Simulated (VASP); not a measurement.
The system is GaP.

```
CELL_PARAMETERS angstrom
0.00000 2.66962 2.66962
2.66962 0.00000 2.66962
2.66962 2.66962 0.00000
ATOMIC_POSITIONS crystal
Ga 0.00000 0.00000 0.00000
P 0.75000 0.75000 0.75000
```

Base run:

| Property | Result |
| --- | --- |
| Program | VASP 6.6.1 |
| Functional | revPBE |
| Potentials or basis | VASP PAW PBE potentials, release 64 (Ga_d, P) |
| Cutoff | 520 eV |
| k mesh | 8 × 8 × 8 |
| Occupations | fermi-dirac, width 0.05 eV |
| Spin | no spin polarisation |

Its results: band gap on the k mesh 1.58 eV, indirect (least direct gap 2.45 eV); pressure 10.2 GPa.

Question: The run is repeated on the same cell with these changes: functional from revPBE to PBE; dispersion from none to D4. What comes out?

Answer: Band gap on the k mesh 1.52 eV, indirect (least direct gap 2.35 eV); pressure 4.9 GPa.

Several settings changed at once, so the effect can't be laid on one alone.

Caveats: the PAW data sets were made with another functional, which shifts forces and pressure a little (some runs).

A k mesh can miss the band edges.
